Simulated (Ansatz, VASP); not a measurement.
# Sn in VASP and in Ansatz

```xyz
2
Lattice="0.0000 2.6238 5.8998 1.7902 0.0000 5.8998 1.7902 2.6238 0.0000" Properties=species:S:1:pos:R:3 pbc="T T T"
Sn    1.7902    2.6238   10.2582
Sn    1.7902    2.6238    1.5415
```

Alike in both runs: functional r2SCAN; k mesh 6 × 6 × 6; occupations gaussian, width 0.1 eV; no spin polarisation.

Ansatz relaxed the structure, and its values are those at the end. VASP's run is a single point on that final structure, the one shown.

|  | VASP | Ansatz |
| --- | --- | --- |
| version | VASP 6.6.1 | Ansatz 0.2.0 |
| potentials or method | VASP PAW PBE potentials, release 64 (Sn_d), cutoff 520 eV | scalar-relativistic, plane waves, PAW |
| valence electrons in the cell | 28 | 28 |

Ansatz gave:

| Property | Result |
| --- | --- |
| gap on the k mesh at the Fermi level (eV) | none |
| pressure (GPa) | -0.1 |
| rms of the force components (eV/Å) | 0.005 |

Question: What did VASP give for the same quantities?

Answer: gap on the k mesh at the Fermi level (eV): none; pressure (GPa): -0.2; rms of the force components (eV/Å): 0.006.

VASP's potentials were made for PBE, not for r2SCAN. A gap of «none» marks a metal or a gap that the smearing closes.

The k mesh is coarse, so the values compare programs but aren't converged.
